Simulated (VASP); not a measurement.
# Lu (C2/c) in VASP: single point with LDA

Aim: the single point of Lu with LDA.

Everything below comes from runs of VASP 6.6.1. Logs are shortened: lines on timing, memory, paths and dates and some standing lists are left out, and cuts for length are marked.

## 1. The cell of the first run

The typed cell holds 2 atoms: a = 3.380 Å, b = 3.380 Å, c = 6.251 Å, α = 105.68°, β = 105.68°, γ = 120.00°.

## 2. Single point, LDA, non-collinear spin, zero start, spin-orbit coupling

INCAR

```
SYSTEM = Lu
ALGO     = Normal         ! electronic algorithm
EDIFF    = 1E-6           ! SCF threshold, eV
ENCUT    = 520            ! plane-wave cutoff, eV
GGA      = CA             ! functional
GGA_COMPAT= .False.      
ISIF     = 2              ! what is computed and relaxed
ISMEAR   = -1             ! smearing method
KPAR     = 4            
LASPH    = .True.         ! aspherical terms in the spheres
LCHARG   = .False.        ! write CHGCAR
LORBIT   = 11             ! projections on sites
LORBMOM  = .True.       
LREAL    = .False.        ! projectors in reciprocal space
LSORBIT  = .True.         ! spin-orbit coupling
LWAVE    = .False.        ! write WAVECAR
MAGMOM   = 0 0 0 0 0 0    ! initial moments
NBANDS   = 62             ! bands
NELM     = 150            ! most SCF steps
PREC     = Accurate       ! precision mode
SIGMA    = 0.1            ! smearing width, eV
```

KPOINTS

```
k-points
0
Gamma
  12 12 6
  0 0 0
```

POSCAR

```
Lu
1.0
   -2.2763664906      1.8638226313      1.6647671125
    1.8638226313     -2.2763664906      1.6647671125
    4.0750734920      4.0750734920     -2.4203419464
Lu
2
Direct
    0.9583938140      0.0416061860      0.0000000000
    0.7916061860      0.2083938140      0.5000000000
```

Potentials or basis: VASP PAW PBE potentials, release 64 (Lu).

On the command line:

```console
cat potpaw_PBE.64/Lu/POTCAR > POTCAR
mpirun -np 4 vasp_ncl > vasp.out
```

OUTCAR:

```text
SYSTEM = Lu
   EDIFF = 1E-6
   ENCUT = 520
   GGA = CA
   ISIF = 2
   ISMEAR = -1
   LASPH = .True.
   LORBIT = 11
   LREAL = .False.
   LSORBIT = .True.
   NELM = 150
   PREC = Accurate

 ion  position               nearest neighbor table
   1  0.958  0.042  0.000-   2 3.27   2 3.27   2 3.27   2 3.27   2 3.28   2 3.28
   2  0.792  0.208  0.500-   1 3.27   1 3.27   1 3.27   1 3.27   1 3.28   1 3.28

  Warning from LATTYP: Got some problem with cell dimensions!
  Tried to take original basis but could not verify dimensions!
  LATTYP: Found a base centered monoclinic cell.
 ALAT       =     3.3802637511
 B/A-ratio  =     1.7321463762
 C/A-ratio  =     1.5557337706
 COS(beta)  =    -0.0002969487

  Lattice vectors:

 A1 = (   2.2763664906,  -1.8638226313,  -1.6647671125)
 A2 = (  -1.8638226313,   2.2763664906,  -1.6647671125)
 A3 = (   3.6625296327,   3.6625296327,   0.9091922786)

Analysis of symmetry for initial positions (statically):
=====================================================================
 Subroutine PRICEL returns:
 Original cell was already a primitive cell.

 Routine SETGRP: Setting up the symmetry group for a
 base centered monoclinic supercell.

 Subroutine GETGRP returns: Found  4 space group operations
 (whereof  2 operations were pure point group operations)
 out of a pool of  4 trial point group operations.

The static configuration has the point symmetry C_2 .
 The point group associated with its full space group is C_2h.

Analysis of symmetry for dynamics (positions and initial velocities):
=====================================================================
 Subroutine PRICEL returns:
 Original cell was already a primitive cell.

 Routine SETGRP: Setting up the symmetry group for a
 base centered monoclinic supercell.

 Subroutine GETGRP returns: Found  4 space group operations
 (whereof  2 operations were pure point group operations)
 out of a pool of  4 trial point group operations.

The dynamic configuration has the point symmetry C_2 .
 The point group associated with its full space group is C_2h.

Analysis of structural, dynamic, and magnetic symmetry:
=====================================================================
 Subroutine PRICEL returns:
 Original cell was already a primitive cell.

 Routine SETGRP: Setting up the symmetry group for a
 base centered monoclinic supercell.

 Subroutine GETGRP returns: Found  4 space group operations
 (whereof  2 operations were pure point group operations)
 out of a pool of  4 trial point group operations.

[... 1749 lines left out ...]
  free  energy   TOTEN  =       -11.9089315632 eV

  energy  without entropy=      -11.8112900292  energy(sigma->0) =      -11.86011080

 orbital moment (x)

 # of ion     p       d       f       tot
 ------------------------------------------------
  1         0.000  -0.000  -0.000  -0.000
  2         0.000  -0.000  -0.000  -0.000
 ------------------------------------------------
            0.000  -0.000  -0.000  -0.000

 orbital moment (y)

 # of ion     p       d       f       tot
 ------------------------------------------------
  1        -0.000   0.000   0.000   0.000
  2        -0.000   0.000   0.000   0.000
 ------------------------------------------------
           -0.000   0.000   0.000   0.000

 orbital moment (z)

 # of ion     p       d       f       tot
 ------------------------------------------------
  1         0.000  -0.000   0.000  -0.000
  2         0.000  -0.000   0.000  -0.000
 ------------------------------------------------
            0.000  -0.000   0.000  -0.000

 Spin-Orbit-Coupling matrix elements

 Ion:    1  E_soc:     -1.4608879
 l=   1
     0.0000000    -0.2346858    -0.2351374
    -0.2346858     0.0000000    -0.2346858
    -0.2351374    -0.2346858     0.0000000
 l=   2
     0.0000000    -0.0004906     0.0000000    -0.0004906    -0.0018549
    -0.0004906     0.0000000    -0.0013155    -0.0004007    -0.0004136
     0.0000000    -0.0013155     0.0000000    -0.0013155     0.0000000
    -0.0004906    -0.0004007    -0.0013155     0.0000000    -0.0004136
    -0.0018549    -0.0004136     0.0000000    -0.0004136     0.0000000
 l=   3
     0.0000000    -0.0006926     0.0000000     0.0000000     0.0000000    -0.0006841    -0.0041627
    -0.0006926     0.0000000    -0.0011497     0.0000000    -0.0011497    -0.0018297    -0.0006926
     0.0000000    -0.0011497     0.0000000    -0.0027409    -0.0004538    -0.0011295     0.0000000
     0.0000000     0.0000000    -0.0027409     0.0000000    -0.0027409     0.0000000     0.0000000
     0.0000000    -0.0011497    -0.0004538    -0.0027409     0.0000000    -0.0011295     0.0000000
    -0.0006841    -0.0018297    -0.0011295     0.0000000    -0.0011295     0.0000000    -0.0006841
    -0.0041627    -0.0006926     0.0000000     0.0000000     0.0000000    -0.0006841     0.0000000

 Ion:    2  E_soc:     -1.4608879
 l=   1
     0.0000000    -0.2346858    -0.2351374
    -0.2346858     0.0000000    -0.2346858
    -0.2351374    -0.2346858     0.0000000
 l=   2
     0.0000000    -0.0004906     0.0000000    -0.0004906    -0.0018549
    -0.0004906     0.0000000    -0.0013155    -0.0004007    -0.0004136
     0.0000000    -0.0013155     0.0000000    -0.0013155     0.0000000
    -0.0004906    -0.0004007    -0.0013155     0.0000000    -0.0004136
    -0.0018549    -0.0004136     0.0000000    -0.0004136     0.0000000
 l=   3
     0.0000000    -0.0006926     0.0000000     0.0000000     0.0000000    -0.0006841    -0.0041627
    -0.0006926     0.0000000    -0.0011497     0.0000000    -0.0011497    -0.0018297    -0.0006926
     0.0000000    -0.0011497     0.0000000    -0.0027409    -0.0004538    -0.0011295     0.0000000
     0.0000000     0.0000000    -0.0027409     0.0000000    -0.0027409     0.0000000     0.0000000
     0.0000000    -0.0011497    -0.0004538    -0.0027409     0.0000000    -0.0011295     0.0000000
    -0.0006841    -0.0018297    -0.0011295     0.0000000    -0.0011295     0.0000000    -0.0006841
    -0.0041627    -0.0006926     0.0000000     0.0000000     0.0000000    -0.0006841     0.0000000

 total charge

# of ion       s       p       d       f       tot
--------------------------------------------------
    1        2.378   6.058   0.931  13.953  23.320
    2        2.378   6.058   0.931  13.953  23.320
--------------------------------------------------
tot          4.757  12.116   1.861  27.906  46.640

 magnetization (x)

# of ion       s       p       d       f       tot
--------------------------------------------------
    1        0.000   0.000   0.000  -0.000   0.000
    2        0.000   0.000   0.000  -0.000   0.000
--------------------------------------------------
tot          0.000   0.000   0.000  -0.000   0.000

 magnetization (y)

# of ion       s       p       d       f       tot
--------------------------------------------------
    1       -0.000  -0.000  -0.000   0.000  -0.000
    2       -0.000  -0.000  -0.000   0.000  -0.000
--------------------------------------------------
tot         -0.000  -0.000  -0.000   0.000  -0.000

 magnetization (z)

# of ion       s       p       d       f       tot
--------------------------------------------------
    1        0.000   0.000   0.000   0.000   0.000
    2        0.000   0.000   0.000   0.000   0.000
--------------------------------------------------
tot          0.000   0.000   0.000   0.000   0.000
```

OSZICAR:

```text
N       E                     dE             d eps       ncg     rms          rms(c)
DAV:   1     0.528021948622E+03    0.52802E+03   -0.14475E+04 42302   0.519E+03
DAV:   2     0.774462521576E+02   -0.45058E+03   -0.42117E+03 39648   0.106E+03
DAV:   3     0.763594612165E+00   -0.76683E+02   -0.74313E+02 30362   0.256E+02
DAV:   4    -0.114310022749E+02   -0.12195E+02   -0.11972E+02 42644   0.781E+01
DAV:   5    -0.122286509186E+02   -0.79765E+00   -0.78960E+00 48884   0.183E+01    0.580E+00
DAV:   6    -0.119310279556E+02    0.29762E+00   -0.15800E+00 45332   0.203E+01    0.203E+00
DAV:   7    -0.119122542767E+02    0.18774E-01   -0.22557E-01 38648   0.325E+00    0.626E-01
DAV:   8    -0.119086174681E+02    0.36368E-02   -0.37375E-02 49684   0.129E+00    0.242E-01
DAV:   9    -0.119087826869E+02   -0.16522E-03   -0.12756E-03 43730   0.254E-01    0.137E-01
DAV:  10    -0.119089520990E+02   -0.16941E-03   -0.12526E-03 42764   0.269E-01    0.772E-02
DAV:  11    -0.119089340867E+02    0.18012E-04   -0.25206E-04 43152   0.167E-01    0.162E-02
DAV:  12    -0.119089329070E+02    0.11797E-05   -0.18592E-05 43018   0.366E-02    0.906E-03
DAV:  13    -0.119089313920E+02    0.15150E-05   -0.39807E-06 31290   0.205E-02    0.381E-03
DAV:  14    -0.119089315632E+02   -0.17113E-06   -0.16849E-06 25346   0.116E-02
   1 F= -.11908932E+02 E0= -.11860111E+02  d E =-.976415E-01  mag=     0.0000    -0.0000    -0.0000
```

stdout:

```text
POSCAR found type information on POSCAR Lu
 POSCAR found :  1 types and       2 ions
 scaLAPACK will be used
 -----------------------------------------------------------------------------
|                                                                             |
|                                                                             |
|     You enforced a specific xc type in the INCAR file but a different       |
|     I HOPE YOU KNOW WHAT YOU ARE DOING!                                     |
|                                                                             |
 -----------------------------------------------------------------------------

 LDA part: xc-table for (Slater(with rela. corr.)+CA(PZ))
 , standard interpolation
 POSCAR, INCAR and KPOINTS ok, starting setup
 FFT: planning ... GRIDC
 FFT: planning ... GRID_SOFT
 FFT: planning ... GRID
 WAVECAR not read
 entering main loop
```

It took 5 min on 4 MPI ranks of Intel Xeon 6975P-C (Granite Rapids), shared host; peak memory 1 GiB.

Results:

| Property | Result |
| --- | --- |
| Free energy | -11.9089 eV |
| Pressure | -0.1 GPa |
| Largest force | 0.003 eV/Å |
| Net moment | 0.00 μB per cell |
| Valence electrons inside the program's atomic spheres | Lu 23.32 |

Forces in eV/Å, atoms in the order of the input:
```
Lu   0.002 -0.002  0.000
Lu  -0.002  0.002  0.000
```

Moments on the atoms (μB; x, y, z):
```
Lu  0.00 0.00 0.00
Lu  0.00 0.00 0.00
```

Caveat: the PAW data sets were made with another functional, which shifts forces and pressure a little.
